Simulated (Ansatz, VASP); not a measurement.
**Si: VASP beside Ansatz**

```xyz
4
Lattice="3.8020 0.0000 0.0000 -1.9010 3.2926 0.0000 0.0000 0.0000 6.2891" Properties=species:S:1:pos:R:3 pbc="T T T"
Si    0.0000    2.1951   -0.0536
Si    1.9010    1.0975    3.5410
Si    0.0000    2.1951    2.7481
Si    1.9010    1.0975    5.8927
```

Alike in both runs: task single point; functional LDA; k mesh 12 × 12 × 6; occupations gaussian, width 0.03 eV; no spin polarisation.

|  | VASP | Ansatz |
| --- | --- | --- |
| version | VASP 6.6.1 | Ansatz 0.2.0 |
| potentials or method | VASP PAW LDA potentials, release 64 (Si), cutoff 520 eV | scalar-relativistic, plane waves, PAW |
| valence electrons in the cell | 16 | 16 |

VASP gave:

* gap on the k mesh at the Fermi level (eV): none
* pressure (GPa): 2.5
* traceless stress, the component that is largest in VASP (GPa): -6.03
* rms of the force components (eV/Å): 1.004

Q: Which values does Ansatz return?

A: gap on the k mesh at the Fermi level (eV): none; pressure (GPa): 2.5; traceless stress, the component that is largest in VASP (GPa): -6.00; rms of the force components (eV/Å): 1.002.

LDA's correlation is that of Perdew and Zunger in VASP and of Perdew and Wang (1992) in Ansatz. Atom by atom the forces differ by 0.003 eV/Å (rms over components). A gap of «none» marks a metal or a gap that the smearing closes.
